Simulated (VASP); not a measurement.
# ZnF2 (P4_2/mnm) in VASP: further runs

Runs on ZnF2. Level: PBE. Tasks: single point.

Everything below comes from runs of VASP 6.6.1. Logs are shortened: lines on timing, memory, paths and dates and some standing lists are left out, and cuts for length are marked.

### 1 The cell of the first run

Symmetry: P4_2/mnm, No. 136, tetragonal system. Conventional cell: a = 4.679 Å, b = 4.679 Å, c = 3.141 Å, α = 90.00°, β = 90.00°, γ = 90.00°. Zn (site symmetry mmm) has 6 F at 2.00 to 2.04 Å within 2.7 Å. Within 2.7 Å of F (site symmetry m2m) lie 3 Zn at 2.00 to 2.04 Å and 1 F at 2.61 Å.

### 2 Single point, PBE (11.46 Å³/atom)

Contents of INCAR:

```
PREC = Accurate
ENCUT = 600
EDIFF = 1E-6
ISMEAR = 0
SIGMA = 0.02
LREAL = False
LASPH = True
NELM = 120
ALGO = Normal
ISIF = 2
LWAVE = False
LCHARG = True
GGA = PE
LELF = True
LVHAR = True
NBANDS = 35
GGA_COMPAT = False
```

Contents of KPOINTS:

```
regular mesh
0
Gamma
  6 6 8
```

Contents of POSCAR:

```
ZnF2
1.0
    4.6792282391      0.0000000000      0.0000000000
    0.0000000000      4.6792282391      0.0000000000
    0.0000000000      0.0000000000      3.1410810535
Zn F
2 4
Direct
    0.0000000000      0.0000000000      0.0000000000
    0.5000000000      0.5000000000      0.5000000000
    0.3025228474      0.3025228474      0.0000000000
    0.1974771526      0.8025228474      0.5000000000
    0.6974771526      0.6974771526      0.0000000000
    0.8025228474      0.1974771526      0.5000000000
```

Potentials or basis: VASP PAW PBE potentials, release 64 (Zn, F).

Started as:

```
$ cat potpaw_PBE.64/Zn/POTCAR potpaw_PBE.64/F/POTCAR > POTCAR
$ mpirun -np 1 vasp_std > vasp.out
```

OUTCAR:

```text
PREC = Accurate
   ENCUT = 600
   EDIFF = 1E-6
   ISMEAR = 0
   LREAL = False
   LASPH = True
   NELM = 120
   ISIF = 2
   GGA = PE

 ion  position               nearest neighbor table
   1  0.000  0.000  0.000-   3 2.00   5 2.00   4 2.04   6 2.04   4 2.04   6 2.04
   2  0.500  0.500  0.500-   4 2.00   6 2.00   5 2.04   3 2.04   3 2.04   5 2.04
   3  0.303  0.303  0.000-   1 2.00   2 2.04   2 2.04
   4  0.197  0.803  0.500-   2 2.00   1 2.04   1 2.04
   5  0.697  0.697  0.000-   1 2.00   2 2.04   2 2.04
   6  0.803  0.197  0.500-   2 2.00   1 2.04   1 2.04

  LATTYP: Found a simple tetragonal cell.
 ALAT       =     4.6792282391
 C/A-ratio  =     0.6712818638

  Lattice vectors:

 A1 = (   4.6792282391,   0.0000000000,   0.0000000000)
 A2 = (   0.0000000000,   4.6792282391,   0.0000000000)
 A3 = (   0.0000000000,   0.0000000000,   3.1410810535)

Analysis of symmetry for initial positions (statically):
=====================================================================
 Subroutine PRICEL returns:
 Original cell was already a primitive cell.

 Routine SETGRP: Setting up the symmetry group for a
 simple tetragonal supercell.

 Subroutine GETGRP returns: Found 16 space group operations
 (whereof  8 operations were pure point group operations)
 out of a pool of 16 trial point group operations.

The static configuration has the point symmetry D_2h.
 The point group associated with its full space group is D_4h.

Analysis of symmetry for dynamics (positions and initial velocities):
=====================================================================
 Subroutine PRICEL returns:
 Original cell was already a primitive cell.

 Routine SETGRP: Setting up the symmetry group for a
 simple tetragonal supercell.

 Subroutine GETGRP returns: Found 16 space group operations
 (whereof  8 operations were pure point group operations)
 out of a pool of 16 trial point group operations.

The dynamic configuration has the point symmetry D_2h.
 The point group associated with its full space group is D_4h.

 Subroutine INISYM returns: Found 16 space group operations
 (whereof  8 operations are pure point group operations),
 and found     1 'primitive' translations

----------------------------------------------------------------------------------------

                                     Primitive cell

  volume of cell :      68.7745

  direct lattice vectors                    reciprocal lattice vectors
     4.679228239  0.000000000  0.000000000     0.213710456  0.000000000  0.000000000
     0.000000000  4.679228239  0.000000000     0.000000000  0.213710456  0.000000000
     0.000000000  0.000000000  3.141081054     0.000000000  0.000000000  0.318361731

  length of vectors
     4.679228239  4.679228239  3.141081054     0.213710456  0.213710456  0.318361731

  position of ions in fractional coordinates (direct lattice)
     0.000000000  0.000000000  0.000000000
     0.500000000  0.500000000  0.500000000
     0.302522847  0.302522847  0.000000000
     0.197477153  0.802522847  0.500000000
     0.697477153  0.697477153  0.000000000
     0.802522847  0.197477153  0.500000000

  ion indices of the primitive-cell ions
   primitive index   ion index
                 1           1
                 2           2
                 3           3
                 4           4
                 5           5
                 6           6

----------------------------------------------------------------------------------------

 KPOINTS: regular mesh

Automatic generation of k-mesh.
 Grid dimensions read from file:
 generate k-points for:    6    6    8

 Generating k-lattice:

  Cartesian coordinates                     Fractional coordinates (reciprocal lattice)
     0.035618409  0.000000000  0.000000000     0.166666667  0.000000000  0.000000000
     0.000000000  0.035618409  0.000000000     0.000000000  0.166666667  0.000000000
     0.000000000  0.000000000  0.039795216     0.000000000  0.000000000  0.125000000

  Length of vectors
     0.035618409  0.035618409  0.039795216

  Shift w.r.t. Gamma in fractional coordinates (k-lattice)
     0.000000000  0.000000000  0.000000000

 Subroutine IBZKPT returns following result:
 ===========================================

 Found     50 irreducible k-points:

 Following reciprocal coordinates:
            Coordinates               Weight
  0.000000  0.000000  0.000000      1.000000
  0.166667  0.000000  0.000000      4.000000
  0.333333  0.000000  0.000000      4.000000
  0.500000  0.000000  0.000000      2.000000
  0.166667  0.166667  0.000000      4.000000
  0.333333  0.166667  0.000000      8.000000
[... 16 lines left out ...]
  0.333333  0.000000  0.250000      8.000000
  0.500000  0.000000  0.250000      4.000000
 [... further k-points ...]
   k-points           NKPTS =     50   k-points in BZ     NKDIM =     50   number of bands    NBANDS=     35
   number of dos      NEDOS =    301   number of ions     NIONS =      6
   total plane-waves  NPLWV =  44800
   dimension x,y,z NGX =    40 NGY =   40 NGZ =   28
   dimension x,y,z NGXF=    80 NGYF=   80 NGZF=   56
   ions per type =               2   4
   NGX,Y,Z   is equivalent  to a cutoff of  14.21, 14.21, 14.82 a.u.
   NGXF,Y,Z  is equivalent  to a cutoff of  28.42, 28.42, 29.64 a.u.
 SYSTEM =  unknown system
   PREC   = accura    normal or accurate (medium, high low for compatibility)
   ISTART =      0    job   : 0-new  1-cont  2-samecut
   ICHARG =      2    charge: 1-file 2-atom 10-const
   ISPIN  =      1    spin polarized calculation?
   LNONCOLLINEAR =      F non collinear calculations
   LSORBIT =      F    spin-orbit coupling
   LASPH  =      T    aspherical Exc in radial PAW
   ENCUT  =  600.0 eV  44.10 Ry    6.64 a.u.   9.35  9.35  6.27*2*pi/ulx,y,z
   NELM   =    120;   NELMIN=  2; NELMDL= -5     # of ELM steps
   EDIFF  = 0.1E-05   stopping-criterion for ELM
   LREAL  =      F    real-space projection
   EDIFFG = 0.1E-04   stopping-criterion for IOM
   NSW    =      0    number of steps for IOM
   IBRION =     -1    ionic relax: 0-MD 1-quasi-New 2-CG
   NFREE  =      0    steps in history (QN), initial steepest desc. (CG)
   ISIF   =      2    stress and relaxation
   ISYM   =      2    0-nonsym 1-usesym 2-fastsym
   POTIM  = 0.5000    time-step for ionic-motion
   TEBEG  =    0.0;   TEEND  =   0.0 temperature during run
   PSTRESS=    0.0 pullay stress
   NELECT =      52.0000    total number of electrons
   NUPDOWN=      -1.0000    fix difference up-down
   EMIN   =  10.00;   EMAX   =-10.00  energy-range for DOS
   EFERMI =   0.00;   METHOD = LEGACY
   ISMEAR =     0;   SIGMA  =   0.02  broadening in eV -4-tet -1-fermi 0-gaus
   EFERMI_NEDOS =   21; number of points for ismear=-14 and -15
   IALGO  =     38    algorithm
   IMIX   =      4    mixing-type and parameters
     AMIX     =   0.40;   BMIX     =  1.00
     AMIX_MAG =   1.60;   BMIX_MAG =  1.00
  volume/ion in A,a.u.               =      11.46        77.35
  Fermi-wavevector in a.u.,A,eV,Ry     =   1.491420  2.818376 30.263912  2.224335
  Thomas-Fermi vector in A             =   2.604078
   LORBIT       =      0    0 simple, 1 ext, 2 COOP (PROOUT), +10 PAW based schemes
   GGA     = PE    functional components
   LHFCALC =     F    Hartree Fock is set to
   AEXX    =    0.0000 exact exchange contribution
   IVDW    =     0    specifies the selected vdW correction
   LEPSILON=     F    determine dielectric tensor
   LRPA    =     F    only Hartree local field effects (RPA)
 non-spin polarized calculation
 Gauss-broadening in eV      SIGMA  =   0.02
  energy-cutoff  :      600.00
  volume of cell :       68.77
 maximum number of plane-waves:      2330
 NGX is ok and might be reduce to    40
   NGX = 19   NGY = 19   NGZ = 13

 number of electron      52.0000016 magnetization

 Free energy of the ion-electron system (eV)
  ---------------------------------------------------
  ext. energy  EPLUGINS =         0.00000000
  ---------------------------------------------------
  free energy    TOTEN  =       -23.13951703 eV

  energy without entropy =      -23.13951703  energy(sigma->0) =      -23.13951703

 E-fermi :  -0.8050     XC(G=0): -10.3246

 val. band max:       -1.0021712446   @ k =   0.0000   0.0000   0.0000
 cond. band min:       2.4766678386   @ k =   0.0000   0.0000   0.0000
 fundamental gap:      3.4788390833
 Fermi energy:        -0.8049682505

 k-point     1 :       0.0000    0.0000    0.0000
  band No.  band energies     occupation
      1     -22.9955      2.00000
      2     -22.2038      2.00000
      3     -22.2038      2.00000
      4     -22.1622      2.00000
      5      -7.3590      2.00000
      6      -6.4538      2.00000
[... 27 lines left out ...]
     34      14.1374      0.00000
     35      14.1375      0.00000

 k-point     2 :       0.1667    0.0000    0.0000
  band No.  band energies     occupation
      1     -22.9517      2.00000
      2     -22.2979      2.00000
      3     -22.1948      2.00000
      4     -22.1273      2.00000
      5      -7.2208      2.00000
      6      -6.4077      2.00000
[... 27 lines left out ...]
     34      14.4669      0.00000
     35      14.6194      0.00000

 k-point     3 :       0.3333    0.0000    0.0000
  band No.  band energies     occupation
      1     -22.8291      2.00000
      2     -22.4626      2.00000
      3     -22.1710      2.00000
      4     -22.1216      2.00000
      5      -6.8507      2.00000
      6      -6.3147      2.00000
[... 27 lines left out ...]
     34      14.9280      0.00000
     35      15.3030      0.00000
[... 723 lines left out ...]
 k-point    23 :       0.3333    0.0000    0.2500
  band No.  band energies     occupation
      1     -22.6702      2.00000
      2     -22.3877      2.00000
      3     -22.1691      2.00000
      4     -22.1523      2.00000
      5      -6.5114      2.00000
      6      -6.0468      2.00000
[... 27 lines left out ...]
     34      13.5439      0.00000
     35      14.1971      0.00000

 k-point    24 :       0.5000    0.0000    0.2500
  band No.  band energies     occupation
      1     -22.5326      2.00000
      2     -22.5326      2.00000
      3     -22.1585      2.00000
      4     -22.1585      2.00000
      5      -6.1311      2.00000
      6      -6.1311      2.00000
[... 27 lines left out ...]
     34      13.1976      0.00000
     35      15.2931      0.00000

 [... further k-points ...]

------------------------ aborting loop because EDIFF is reached ----------------------------------------

  FORCE on cell =-STRESS in cart. coord.  units (eV):
  Direction    XX          YY          ZZ          XY          YZ          ZX
  --------------------------------------------------------------------------------------
  -------------------------------------------------------------------------------------
  Total        3.2136405      3.2136405      3.3467457      0.0000000      0.0000000      0.0000000
  in kB       74.8652491     74.8652491     77.9660783      0.0000000      0.0000000      0.0000000
  external PRESSURE =      75.8988588 kB  Pullay stress =       0.0000000 kB

 VOLUME and BASIS-vectors are now :
 -----------------------------------------------------------------------------
  energy-cutoff  :      600.00
  volume of cell :       68.77
      direct lattice vectors                 reciprocal lattice vectors
     4.679228239  0.000000000  0.000000000     0.213710456  0.000000000  0.000000000
     0.000000000  4.679228239  0.000000000     0.000000000  0.213710456  0.000000000
     0.000000000  0.000000000  3.141081054     0.000000000  0.000000000  0.318361731

 POSITION                                       TOTAL-FORCE (eV/Angst)
 -----------------------------------------------------------------------------------
      0.00000      0.00000      0.00000         0.000000     -0.000000     -0.000000
      2.33961      2.33961      1.57054         0.000000     -0.000000     -0.000000
      1.41557      1.41557      0.00000         0.006581      0.006581      0.000000
      0.92404      3.75519      1.57054        -0.006581      0.006581     -0.000000
      3.26365      3.26365      0.00000        -0.006581     -0.006581     -0.000000
      3.75519      0.92404      1.57054         0.006581     -0.006581     -0.000000
 -----------------------------------------------------------------------------------
    total drift:                               -0.000000      0.000000     -0.000000

  FREE ENERGIE OF THE ION-ELECTRON SYSTEM (eV)
  ---------------------------------------------------
  free  energy   TOTEN  =       -23.1395170330 eV

  energy  without entropy=      -23.1395170330  energy(sigma->0) =      -23.13951703
```

It took 1.8 min on 1 thread of Intel Xeon Platinum 8124M at 3.00GHz (Skylake/Cascade Lake), shared host; peak memory 0.26 GiB.

Results:

```yaml
Free_energy: -23.1395 eV
Pressure: 7.6 GPa
Largest_force: 0.009 eV/Å
Band_gap_on_the_k_mesh: 3.48 eV
```

Forces on the atoms (eV/Å):
```
Zn   0.000  0.000  0.000
Zn   0.000  0.000  0.000
F    0.007  0.007  0.000
F   -0.007  0.007  0.000
F   -0.007 -0.007  0.000
F    0.007 -0.007  0.000
```

Levels at points of the mesh, in eV from the valence-band top:
```csv
k point,band 22,band 23,band 24,band 25,band 26,band 27,band 28,band 29,band 30,band 31
"(0.00, 0.00, 0.00)",-1.62,-1.27,-0.41,-0.41,0.00,3.48,9.38,9.62,9.62,13.52
"(0.50, 0.00, 0.00)",-1.69,-0.66,-0.66,-0.50,-0.50,6.12,6.12,10.54,10.54,13.07
"(0.50, 0.50, 0.00)",-1.59,-1.32,-1.32,-0.43,-0.43,7.06,7.06,9.18,9.18,14.60
"(0.00, 0.00, 0.50)",-1.44,-1.32,-1.32,-1.30,-1.30,8.25,8.25,11.95,11.95,13.10
"(0.50, 0.00, 0.50)",-1.87,-1.39,-1.39,-0.08,-0.08,8.78,8.78,10.35,10.35,13.88
"(0.50, 0.50, 0.50)",-1.56,-1.32,-1.32,-0.80,-0.80,8.09,8.09,11.51,11.51,12.30
```

Caveat: the cell stands under pressure.

### 3 Single point, PBE (11.83 Å³/atom)

This run uses another cell than the first one, of 11.83 Å³/atom.

Contents of INCAR:

```
SYSTEM = ZnF2
  PREC = Accurate
  ENCUT = 600
  EDIFF = 1E-6
  ISMEAR = 0
  SIGMA = 0.02
  LREAL = .FALSE.
  LASPH = .TRUE.
  NELM = 120
  ALGO = Normal
  ISIF = 2
  LWAVE = .FALSE.
  LCHARG = .TRUE.
  GGA = PE
  LELF = .TRUE.
  LVHAR = .TRUE.
  NBANDS = 35
  GGA_COMPAT = .FALSE.
```

Contents of KPOINTS:

```
Automatic mesh
0
G
  6 6 8
  0 0 0
```

Contents of POSCAR:

```
ZnF2
1.0
    4.7404417253      0.0000000000      0.0000000000
    0.0000000000      4.7404417253      0.0000000000
    0.0000000000      0.0000000000      3.1581580341
Zn F
2 4
Direct
    0.0000000000      0.0000000000      0.0000000000
    0.5000000000      0.5000000000      0.5000000000
    0.3033309218      0.3033309218      0.0000000000
    0.1966690782      0.8033309218      0.5000000000
    0.6966690782      0.6966690782      0.0000000000
    0.8033309218      0.1966690782      0.5000000000
```

Potentials or basis: VASP PAW PBE potentials, release 64 (Zn, F).

Started as:

```
$ cat potpaw_PBE.64/Zn/POTCAR potpaw_PBE.64/F/POTCAR > POTCAR
$ mpirun -np 1 vasp_std > vasp.out
```

Wall time 1.8 min (1 thread of Intel Xeon Platinum 8124M at 3.00GHz (Skylake/Cascade Lake), shared host); peak memory 0.27 GiB.

The run converged. Its results:

```yaml
Free_energy: -23.2205 eV
Pressure: 3.7 GPa
Largest_force: 0.007 eV/Å
Band_gap_on_the_k_mesh: 3.46 eV
```

Forces in eV/Å, atoms in the order of the input:
```
Zn   0.000  0.000  0.000
Zn   0.000  0.000  0.000
F   -0.005 -0.005  0.000
F    0.005 -0.005  0.000
F    0.005  0.005  0.000
F   -0.005  0.005  0.000
```

Stress tensor (GPa, compression positive):
```
3.58 0.00 0.00
0.00 3.58 0.00
0.00 0.00 3.94
```

Levels at points of the mesh, in eV from the valence-band top:
```csv
k point,band 24,band 25,band 26,band 27,band 28,band 29
"(0.00, 0.00, 0.00)",-0.32,-0.32,0.00,3.46,9.20,9.65
"(0.50, 0.00, 0.00)",-0.61,-0.40,-0.40,6.04,6.04,10.54
"(0.50, 0.50, 0.00)",-1.17,-0.34,-0.34,6.93,6.93,9.17
"(0.00, 0.00, 0.50)",-1.27,-1.21,-1.21,8.15,8.15,11.84
"(0.50, 0.00, 0.50)",-1.25,-0.05,-0.05,8.64,8.64,10.31
"(0.50, 0.50, 0.50)",-1.20,-0.77,-0.77,7.98,7.98,11.50
```

Caveat: the cell stands under pressure.

### 4 Single point, PBE

This run uses another cell than the first one, of 12.19 Å³/atom.

Contents of INCAR:

```
  PREC = Accurate
  ENCUT = 600
  EDIFF = 1E-6
  ISMEAR = 0
  SIGMA = 0.02
  LREAL = False
  LASPH = True
  NELM = 120
  ALGO = Normal
  ISIF = 2
  LWAVE = False
  LCHARG = True
  GGA = PE
  LELF = True
  LVHAR = True
  NBANDS = 35
  GGA_COMPAT = False
```

Contents of KPOINTS:

```
Automatic mesh
0
Gamma
  6 6 8
```

Contents of POSCAR:

```
ZnF2
1.0
    4.8000348632      0.0000000000      0.0000000000
    0.0000000000      4.8000348632      0.0000000000
    0.0000000000      0.0000000000      3.1754915749
Zn F
2 4
Direct
    0.0000000000      0.0000000000      0.0000000000
    0.5000000000      0.5000000000      0.5000000000
    0.3043835378      0.3043835378      0.0000000000
    0.1956164622      0.8043835378      0.5000000000
    0.6956164622      0.6956164622      0.0000000000
    0.8043835378      0.1956164622      0.5000000000
```

Started as:

```
$ cat potpaw_PBE.64/Zn/POTCAR potpaw_PBE.64/F/POTCAR > POTCAR
$ mpirun -np 1 vasp_std > vasp.out
```

Run time: 2.2 min. Hardware: 1 thread of Intel Xeon Platinum 8124M at 3.00GHz (Skylake/Cascade Lake), shared host; peak memory 0.27 GiB.

Results (log left out):

- Free energy: -23.2525 eV
- Pressure: 0.3 GPa
- Largest force: 0.014 eV/Å
- Band gap on the k mesh: 3.46 eV

Forces on the atoms (eV/Å):
```
Zn   0.000  0.000  0.000
Zn   0.000  0.000  0.000
F   -0.010 -0.010  0.000
F    0.010 -0.010  0.000
F    0.010  0.010  0.000
F   -0.010  0.010  0.000
```

Stress tensor (GPa, compression positive):
```
0.23 0.00 0.00
0.00 0.23 0.00
0.00 0.00 0.49
```

Levels at points of the mesh, in eV from the valence-band top:
| k point | band 24 | band 25 | band 26 | band 27 | band 28 | band 29 |
| --- | --- | --- | --- | --- | --- | --- |
| (0.00, 0.00, 0.00) | -0.23 | -0.23 | 0.00 | 3.46 | 9.03 | 9.67 |
| (0.50, 0.00, 0.00) | -0.55 | -0.30 | -0.30 | 5.97 | 5.97 | 10.54 |
| (0.50, 0.50, 0.00) | -1.03 | -0.25 | -0.25 | 6.80 | 6.80 | 9.17 |
| (0.00, 0.00, 0.50) | -1.14 | -1.09 | -1.09 | 8.06 | 8.06 | 11.75 |
| (0.50, 0.00, 0.50) | -1.12 | 0.00 | 0.00 | 8.50 | 8.50 | 10.29 |
| (0.50, 0.50, 0.50) | -1.09 | -0.74 | -0.74 | 7.89 | 7.89 | 11.48 |

A k mesh can miss the band edges.

(Continued in part 2 of 2.)
